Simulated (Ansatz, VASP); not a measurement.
CaMg: VASP beside Ansatz

The input INCAR:

```
SYSTEM = CaMg
PREC     = Accurate       ! precision mode
ENCUT    = 520            ! plane-wave cutoff, eV
EDIFF    = 1E-7           ! SCF threshold, eV
ISMEAR   = 0              ! smearing method
SIGMA    = 0.15           ! smearing width, eV
LREAL    = .False.        ! projectors in reciprocal space
LASPH    = .True.         ! aspherical terms in the spheres
NELM     = 80             ! most SCF steps
ALGO     = Fast           ! electronic algorithm
ISIF     = 2              ! what is computed and relaxed
LWAVE    = .False.        ! write WAVECAR
LCHARG   = .False.        ! write CHGCAR
GGA      = CA             ! functional
NBANDS   = 13             ! bands
```

Contents of KPOINTS:

```
regular mesh
0
Gamma
  12 12 12
  0 0 0
```

Contents of POSCAR:

```
CaMg
1.0
    3.9227047891      0.0000000000      0.0000000000
    0.0000000000      3.9227047891      0.0000000000
    0.0000000000      0.0000000000      3.9227047891
Ca Mg
1 1
Direct
    0.0000000000      0.0000000000      0.0000000000
    0.5000000000      0.5000000000      0.5000000000
```

Input for Ansatz:

```yaml
crystal:
  lattice:
    - [3.9227047891, 0.0, 0.0]
    - [0.0, 3.9227047891, 0.0]
    - [0.0, 0.0, 3.9227047891]
  atoms:
    - { symbol: Ca, position: [0.0, 0.0, 0.0] }
    - { symbol: Mg, position: [0.5, 0.5, 0.5] }
basis:
  ecutwfc: 520.0
kpoints:
  mp_grid: { grid: [12, 12, 12] }
hamiltonian:
  xc: lda
scf:
  occupations: { method: gaussian, width: 0.15 }
output:
  forces: true
  stress: true
  eigenvalues: true
```

Change from the starting cell: mode 4 frozen in at +0.000 Å, equal normal strain along x, y and z +0.0167.

Alike in both runs: task single point; functional LDA; k mesh 12 × 12 × 12; occupations gaussian, width 0.15 eV; no spin polarisation.

|  | VASP | Ansatz |
| --- | --- | --- |
| version | VASP 6.6.1 | Ansatz 0.2.0 |
| potentials or method | VASP PAW LDA potentials, release 64 (Ca_sv, Mg), cutoff 520 eV | scalar-relativistic, plane waves, PAW |
| valence electrons in the cell | 12 | 20 |

|  | VASP | Ansatz | Ansatz less VASP |
| --- | --- | --- | --- |
| gap on the k mesh at the Fermi level (eV) | none | none | - |
| pressure (GPa) | -1.4 | -1.3 | +0.15 |

LDA's correlation is that of Perdew and Zunger in VASP and of Perdew and Wang (1992) in Ansatz. A gap of «none» marks a metal or a gap that the smearing closes. VASP's potentials hold 12 valence electrons a cell and Ansatz's 20, so a difference there can come from the potentials and not from the codes.
